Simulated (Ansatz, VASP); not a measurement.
KMgF3: VASP beside Ansatz

```
K Mg F
1.0
     3.65212    0.00000    0.00000
     0.00000    3.65212    0.00000
     0.00000    0.00000    4.74776
K Mg F
1 1 3
Cartesian
  1.8261 1.8261 2.3739
  0.0000 0.0000 0.0000
  1.8261 0.0000 0.0000
  0.0000 1.8261 0.0000
  0.0000 0.0000 2.3739
```

Alike in both runs: task single point; functional PBEsol; k mesh 6 × 6 × 6; occupations gaussian, width 0.05 eV; no spin polarisation.

|  | VASP | Ansatz |
| --- | --- | --- |
| version | VASP 6.6.1 | Ansatz 0.2.0 |
| potentials or method | VASP PAW PBE potentials, release 64 (K_sv, Mg, F), cutoff 520 eV | scalar-relativistic, plane waves, PAW |
| valence electrons in the cell | 32 | 40 |

VASP gave:

```
gap on the k mesh at the Fermi level (eV)                     : 6.72
least direct gap on the mesh (eV)                             : 7.07
pressure (GPa)                                                : 7.9
traceless stress, the component that is largest in VASP (GPa) : -15.29
```

Q: What did Ansatz give for the same quantities?

A: gap on the k mesh at the Fermi level (eV): 6.75; least direct gap on the mesh (eV): 7.10; pressure (GPa): 8.1; traceless stress, the component that is largest in VASP (GPa): -15.14.

VASP's potentials were made for PBE, not for PBEsol. With one functional, cell and mesh, what is left measures potentials, basis and numerics. VASP's potentials hold 32 valence electrons a cell and Ansatz's 40, so a difference there can come from the potentials and not from the codes.
